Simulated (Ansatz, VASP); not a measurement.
Given: the input of a run of VASP 6.6.1 on Au.

File INCAR:

```
SYSTEM = Au
PREC = Accurate
ENCUT = 520
EDIFF = 1E-6
ISMEAR = -1
SIGMA = 0.05
LREAL = .False.
LASPH = .True.
NELM = 80
ALGO = Normal
ISIF = 2
LWAVE = .False.
LCHARG = .True.
GGA = PS
LELF = .True.
LVHAR = .True.
NBANDS = 12
```

File KPOINTS:

```
regular mesh
0
Gamma
  11 11 11
  0 0 0
```

File POSCAR:

```
Au
1.0
    0.0407000000      2.0350000000      2.0350000000
    2.0350000000      0.0407000000      2.0350000000
    2.0757000000      2.0757000000      0.0000000000
Au
1
Direct
    0.0000000000      0.0000000000      0.0000000000
```

Potentials or basis: VASP PAW PBE potentials, release 64 (Au).

The run is started by

```bash
$ cat potpaw_PBE.64/Au/POTCAR > POTCAR
$ mpirun -np 1 vasp_std > vasp.out
```

**Question.** Set up the same calculation for Ansatz 0.2.0. Potentials there: all-electron LAPW, scalar-relativistic.

**Answer.** As run (the cutoff follows the program's own potentials):

Contents of input.yaml:

```yaml
crystal:
  lattice:
    - [0.0407, 2.035, 2.035]
    - [2.035, 0.0407, 2.035]
    - [2.0757, 2.0757, 0.0]
  atoms:
    - { symbol: Au, position: [0.0, 0.0, 0.0] }
kpoints:
  mp_grid: { grid: [11, 11, 11] }
scf:
  occupations: { method: fermi_dirac, width: 0.05 }
hamiltonian:
  xc: pbesol
  pseudopotentials: { kind: all_electron, lapw: { basis_error: 0.001 } }
output:
  forces: true
  stress: true
  eigenvalues: true
```

Potentials or basis: all-electron LAPW, scalar-relativistic.

Command:

```sh
$ ansatz run input.yaml --threads 1 --pin off --max-ram 3072MiB --backend cpu --events-out ev --progress --plain --runs-dir out
```

Both were run:

|  | VASP | Ansatz | Ansatz less VASP |
| --- | --- | --- | --- |
| gap on the k mesh at the Fermi level (eV) | none | none | - |
| pressure (GPa) | 1.6 | 1.9 | +0.28 |
| traceless stress, the component that is largest in VASP (GPa) | -2.36 | -2.37 | -0.010 |

VASP's potentials were made for PBE, not for PBEsol. A gap of «none» marks a metal or a gap that the smearing closes. Ansatz ran all-electron here, and VASP with PAW potentials.

Neither program's run includes spin-orbit coupling.
